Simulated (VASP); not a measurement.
# Zn (Fm-3m) in VASP: a series of runs, part 2 of 2

VASP 6.6.1.

## Step 3: Single point, PBEsol

This run uses another cell than the first one, of 14.19 Å³/atom, 0.893 times its volume.

INCAR

```
ALGO = Normal ; EDIFF = 1E-7
ENCUT = 520 ; GGA = PS
ISIF = 2 ; ISMEAR = -1
LASPH = True ; LCHARG = True
LELF = True ; LREAL = False
LVHAR = True ; LWAVE = False
NBANDS = 12 ; NELM = 80
PREC = Accurate ; SIGMA = 0.1
```

KPOINTS

```
k-points
0
Gamma
  23 23 23
```

POSCAR

```
Zn
1.0
    0.0000000000      1.9215189282      1.9215189282
    1.9215189282      0.0000000000      1.9215189282
    1.9215189282      1.9215189282      0.0000000000
Zn
1
Direct
    0.0000000000      0.0000000000      0.0000000000
```

Potentials or basis: VASP PAW PBE potentials, release 64 (Zn).

Run with:

```
$ cat potpaw_PBE.64/Zn/POTCAR > POTCAR
$ mpirun -np 1 vasp_std > vasp.out
```

OUTCAR:

```text
EDIFF = 1E-7
   ENCUT = 520
   GGA = PS
   ISIF = 2
   ISMEAR = -1
   LASPH = True
   LREAL = False
   NELM = 80
   PREC = Accurate

 ion  position               nearest neighbor table
   1  0.000  0.000  0.000-

  LATTYP: Found a face centered cubic cell.
 ALAT       =     3.8430378564

  Lattice vectors:

 A1 = (   0.0000000000,   1.9215189282,   1.9215189282)
 A2 = (   1.9215189282,   0.0000000000,   1.9215189282)
 A3 = (   1.9215189282,   1.9215189282,   0.0000000000)

Analysis of symmetry for initial positions (statically):
=====================================================================
 Subroutine PRICEL returns:
 Original cell was already a primitive cell.

 Routine SETGRP: Setting up the symmetry group for a
 face centered cubic supercell.

 Subroutine GETGRP returns: Found 48 space group operations
 (whereof 48 operations were pure point group operations)
 out of a pool of 48 trial point group operations.

The static configuration has the point symmetry O_h .

Analysis of symmetry for dynamics (positions and initial velocities):
=====================================================================
 Subroutine PRICEL returns:
 Original cell was already a primitive cell.

 Routine SETGRP: Setting up the symmetry group for a
 face centered cubic supercell.

 Subroutine GETGRP returns: Found 48 space group operations
 (whereof 48 operations were pure point group operations)
 out of a pool of 48 trial point group operations.

The dynamic configuration has the point symmetry O_h .

 Subroutine INISYM returns: Found 48 space group operations
 (whereof 48 operations are pure point group operations),
 and found     1 'primitive' translations

----------------------------------------------------------------------------------------

                                     Primitive cell

  volume of cell :      14.1894

  direct lattice vectors                    reciprocal lattice vectors
     0.000000000  1.921518928  1.921518928    -0.260210812  0.260210812  0.260210812
     1.921518928  0.000000000  1.921518928     0.260210812 -0.260210812  0.260210812
     1.921518928  1.921518928  0.000000000     0.260210812  0.260210812 -0.260210812

  length of vectors
     2.717438129  2.717438129  2.717438129     0.450698347  0.450698347  0.450698347

  position of ions in fractional coordinates (direct lattice)
     0.000000000  0.000000000  0.000000000

  ion indices of the primitive-cell ions
   primitive index   ion index
                 1           1

----------------------------------------------------------------------------------------

 KPOINTS: k-points

Automatic generation of k-mesh.
 Grid dimensions read from file:
 generate k-points for:   23   23   23

 Generating k-lattice:

  Cartesian coordinates                     Fractional coordinates (reciprocal lattice)
    -0.011313514  0.011313514  0.011313514     0.043478261  0.000000000  0.000000000
     0.011313514 -0.011313514  0.011313514     0.000000000  0.043478261  0.000000000
     0.011313514  0.011313514 -0.011313514     0.000000000  0.000000000  0.043478261

  Length of vectors
     0.019595580  0.019595580  0.019595580

  Shift w.r.t. Gamma in fractional coordinates (k-lattice)
     0.000000000  0.000000000  0.000000000

 Subroutine IBZKPT returns following result:
 ===========================================

 Found    364 irreducible k-points:

 Following reciprocal coordinates:
            Coordinates               Weight
  0.000000  0.000000  0.000000      1.000000
  0.043478  0.000000  0.000000      8.000000
  0.086957  0.000000  0.000000      8.000000
  0.130435  0.000000  0.000000      8.000000
  0.173913  0.000000  0.000000      8.000000
  0.217391  0.000000  0.000000      8.000000
[... 16 lines left out ...]
  0.478261  0.043478  0.000000     24.000000
 -0.478261  0.043478  0.000000     24.000000
 [... further k-points ...]
   k-points           NKPTS =    364   k-points in BZ     NKDIM =    364   number of bands    NBANDS=     12
   number of dos      NEDOS =    301   number of ions     NIONS =      1
   total plane-waves  NPLWV =   8000
   dimension x,y,z NGX =    20 NGY =   20 NGZ =   20
   dimension x,y,z NGXF=    40 NGYF=   40 NGZF=   40
   ions per type =               1
   NGX,Y,Z   is equivalent  to a cutoff of  12.24, 12.24, 12.24 a.u.
   NGXF,Y,Z  is equivalent  to a cutoff of  24.47, 24.47, 24.47 a.u.
 SYSTEM =  unknown system
   PREC   = accura    normal or accurate (medium, high low for compatibility)
   ISTART =      0    job   : 0-new  1-cont  2-samecut
   ICHARG =      2    charge: 1-file 2-atom 10-const
   ISPIN  =      1    spin polarized calculation?
   LNONCOLLINEAR =      F non collinear calculations
   LSORBIT =      F    spin-orbit coupling
   LASPH  =      T    aspherical Exc in radial PAW
   ENCUT  =  520.0 eV  38.22 Ry    6.18 a.u.   5.05  5.05  5.05*2*pi/ulx,y,z
   NELM   =     80;   NELMIN=  2; NELMDL= -5     # of ELM steps
   EDIFF  = 0.1E-06   stopping-criterion for ELM
   LREAL  =      F    real-space projection
   EDIFFG = 0.1E-05   stopping-criterion for IOM
   NSW    =      0    number of steps for IOM
   IBRION =     -1    ionic relax: 0-MD 1-quasi-New 2-CG
   NFREE  =      0    steps in history (QN), initial steepest desc. (CG)
   ISIF   =      2    stress and relaxation
   ISYM   =      2    0-nonsym 1-usesym 2-fastsym
   POTIM  = 0.5000    time-step for ionic-motion
   TEBEG  =    0.0;   TEEND  =   0.0 temperature during run
   PSTRESS=    0.0 pullay stress
   NELECT =      12.0000    total number of electrons
   NUPDOWN=      -1.0000    fix difference up-down
   EMIN   =  10.00;   EMAX   =-10.00  energy-range for DOS
   EFERMI =   0.00;   METHOD = LEGACY
   ISMEAR =    -1;   SIGMA  =   0.10  broadening in eV -4-tet -1-fermi 0-gaus
   EFERMI_NEDOS =   21; number of points for ismear=-14 and -15
   IALGO  =     38    algorithm
   IMIX   =      4    mixing-type and parameters
     AMIX     =   0.40;   BMIX     =  1.00
     AMIX_MAG =   1.60;   BMIX_MAG =  1.00
  volume/ion in A,a.u.               =      14.19        95.75
  Fermi-wavevector in a.u.,A,eV,Ry     =   1.548153  2.925585 32.610146  2.396778
  Thomas-Fermi vector in A             =   2.653144
   LORBIT       =      0    0 simple, 1 ext, 2 COOP (PROOUT), +10 PAW based schemes
   GGA     = PS    functional components
   LHFCALC =     F    Hartree Fock is set to
   AEXX    =    0.0000 exact exchange contribution
   IVDW    =     0    specifies the selected vdW correction
   LEPSILON=     F    determine dielectric tensor
   LRPA    =     F    only Hartree local field effects (RPA)
 non-spin polarized calculation
  energy-cutoff  :      520.00
  volume of cell :       14.19
 maximum number of plane-waves:       390
   NGX = 11   NGY = 11   NGZ = 11

 number of electron      12.0000009 magnetization

 Free energy of the ion-electron system (eV)
  ---------------------------------------------------
  ext. energy  EPLUGINS =         0.00000000
  ---------------------------------------------------
  free energy    TOTEN  =        -1.56460690 eV

  energy without entropy =       -1.55482806  energy(sigma->0) =       -1.55971748

 E-fermi :   3.4078     XC(G=0): -12.0809

 val. band max:        3.3796957770   @ k =  -0.4783   0.1739   0.0000
 cond. band min:       3.4326849391   @ k =  -0.3913   0.3913   0.0435
 fundamental gap:      0.0529891621
 Fermi energy:         3.4077848671

 k-point     1 :       0.0000    0.0000    0.0000
  band No.  band energies     occupation
      1      -7.5187      2.00000
      2      -4.3729      2.00000
      3      -4.3729      2.00000
      4      -4.3729      2.00000
      5      -3.9383      2.00000
      6      -3.9383      2.00000
      7      22.5884      0.00000
      8      22.5884      0.00000
      9      22.5884      0.00000
     10      22.8244      0.00000
     11      25.2815      0.00000
     12      25.2815      0.00000

 k-point     2 :       0.0435    0.0000    0.0000
  band No.  band energies     occupation
      1      -7.4587      2.00000
      2      -4.3788      2.00000
      3      -4.3654      2.00000
      4      -4.3654      2.00000
      5      -3.9406      2.00000
      6      -3.9406      2.00000
      7      21.2547      0.00000
      8      22.3624      0.00000
      9      22.3624      0.00000
     10      22.7437      0.00000
     11      25.6105      0.00000
     12      25.6105      0.00000
[... 316 lines left out ...]
 k-point    24 :      -0.4783    0.0435    0.0000
  band No.  band energies     occupation
      1      -5.2138      2.00000
      2      -4.3874      2.00000
      3      -4.3671      2.00000
      4      -3.6529      2.00000
      5      -3.6215      2.00000
      6       0.2569      2.00000
      7       2.1899      1.99999
      8      18.6198      0.00000
      9      19.1212      0.00000
     10      20.7392      0.00000
     11      23.4524      0.00000
     12      24.1779      0.00000

 [... further k-points ...]
[... 5 lines left out ...]
  --------------------------------------------------------------------------------------
  -------------------------------------------------------------------------------------
  Total        0.0240309      0.0240309      0.0240309      0.0000000      0.0000000     -0.0000000
  in kB        2.7134122      2.7134122      2.7134122      0.0000000      0.0000000     -0.0000000
  external PRESSURE =       2.7134122 kB  Pullay stress =       0.0000000 kB

 VOLUME and BASIS-vectors are now :
 -----------------------------------------------------------------------------
  energy-cutoff  :      520.00
  volume of cell :       14.19
      direct lattice vectors                 reciprocal lattice vectors
     0.000000000  1.921518928  1.921518928    -0.260210812  0.260210812  0.260210812
     1.921518928  0.000000000  1.921518928     0.260210812 -0.260210812  0.260210812
     1.921518928  1.921518928  0.000000000     0.260210812  0.260210812 -0.260210812

 POSITION                                       TOTAL-FORCE (eV/Angst)
 -----------------------------------------------------------------------------------
      0.00000      0.00000      0.00000         0.000000      0.000000      0.000000
 -----------------------------------------------------------------------------------
    total drift:                                0.000000      0.000000      0.000000

  FREE ENERGIE OF THE ION-ELECTRON SYSTEM (eV)
  ---------------------------------------------------
  free  energy   TOTEN  =        -1.5646068985 eV

  energy  without entropy=       -1.5548280604  energy(sigma->0) =       -1.55971748
```

OSZICAR:

```text
N       E                     dE             d eps       ncg     rms          rms(c)
DAV:   1     0.417994169979E+02    0.41799E+02   -0.65639E+03  9076   0.161E+03
DAV:   2    -0.504905944203E+00   -0.42304E+02   -0.39618E+02  8996   0.215E+02
DAV:   3    -0.172159790306E+01   -0.12167E+01   -0.12142E+01 10272   0.363E+01
DAV:   4    -0.172425911150E+01   -0.26612E-02   -0.26611E-02  9668   0.159E+00
DAV:   5    -0.172426081267E+01   -0.17012E-05   -0.17008E-05 10156   0.399E-02    0.338E+00
DAV:   6    -0.157633008218E+01    0.14793E+00   -0.83412E-01 10448   0.185E+01    0.243E+00
DAV:   7    -0.156820250375E+01    0.81276E-02   -0.16668E-02  9752   0.258E+00    0.125E+00
DAV:   8    -0.156462190256E+01    0.35806E-02   -0.11509E-03 11920   0.483E-01    0.294E-02
DAV:   9    -0.156460842065E+01    0.13482E-04   -0.12650E-04 13176   0.196E-01    0.276E-02
DAV:  10    -0.156460697991E+01    0.14407E-05   -0.12510E-05  9264   0.633E-02    0.146E-03
DAV:  11    -0.156460689847E+01    0.81440E-07   -0.13898E-07  7620   0.572E-03
   1 F= -.15646069E+01 E0= -.15597175E+01  d E =-.977884E-02
```

It took 32 s on 1 thread of Intel Xeon Platinum 8488C (Sapphire Rapids), shared host; peak memory 0.17 GiB.

What came out:

```yaml
Free_energy: -1.5646 eV
Pressure: 0.3 GPa
Band_gap_on_the_k_mesh: zero (band 6 reaches 5.45 eV, above the bottom of band 7 at 2.19 eV)
```

Caveat: the PAW data sets were made with another functional, which shifts forces and pressure a little.
